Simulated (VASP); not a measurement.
Write the native input for VASP 6.6.1 that does the following.

- Task: relaxation of cell and atoms
- Functional: PBE
- Potentials or basis: VASP PAW PBE potentials, release 64 (Be, Ag, F)
- Cutoff: 600 eV
- k mesh: 8 × 8 × 8
- Occupations: gaussian, width 0.1 eV
- Spin: no spin polarisation
- Dipole correction: no
- Further INCAR settings: ALGO = Normal; EDIFF = 1e-06; IBRION = 2; EDIFFG = -0.04; NSW = 90; ISIF = 3

The structure of BeAg2F4 lies in POSCAR:

```
BeAg2F4
1.0
   -1.7396008100      1.7396008100      6.3863069200
    1.7396008100     -1.7396008100      6.3863069200
    1.7396008100      1.7396008100     -6.3863069200
Be Ag F
1 2 4
Direct
    0.0000000000      0.0000000000      0.0000000000
    0.6437500000      0.6437500000      0.0000000000
    0.3562500000      0.3562500000      0.0000000000
    0.0000000000      0.5000000000      0.5000000000
    0.5000000000      0.0000000000      0.5000000000
    0.2500000000      0.7500000000      0.5000000000
    0.7500000000      0.2500000000      0.5000000000
```

The input as run:

INCAR

```
ALGO = Normal
EDIFF = 1E-6
EDIFFG = -0.04
ENCUT = 600
GGA = PE
IBRION = 2
ISIF = 3
ISMEAR = 0
LASPH = T
LCHARG = F
LREAL = F
LWAVE = F
NELM = 60
NSW = 90
PREC = Accurate
SIGMA = 0.1
```

KPOINTS

```
k-points
0
Gamma
  8 8 8
```

Potentials or basis: VASP PAW PBE potentials, release 64 (Be, Ag, F).

Launch:

```console
$ cat potpaw_PBE.64/Be/POTCAR potpaw_PBE.64/Ag/POTCAR potpaw_PBE.64/F/POTCAR > POTCAR
$ mpirun -np 1 vasp_std > vasp.out
```

Results of the run:

```
Relaxed volume                        : 13.70 Å³/atom
Relaxed cell                          : a = 7.935 Å, b = 7.935 Å, c = 7.935 Å, α = 154.00°, β = 154.00°, γ = 37.10°
Space group after relaxing (to 0.1 Å) : I4/mmm (No. 139)
Energy gained by relaxing             : 142.4 meV/atom
Ionic steps                           : 14
Pressure after relaxing               : 0.0 GPa
Band gap on the k mesh                : zero (bands 26 and 27 overlap by 0.03 eV)
```

Caveat: the volume moved by over 15 % at a fixed basis, so the end points are rough.

It took 37 min on 1 thread of Intel(R) Xeon(R) 6975P-C (Granite Rapids), on a shared host, peak memory 0.59 GiB.
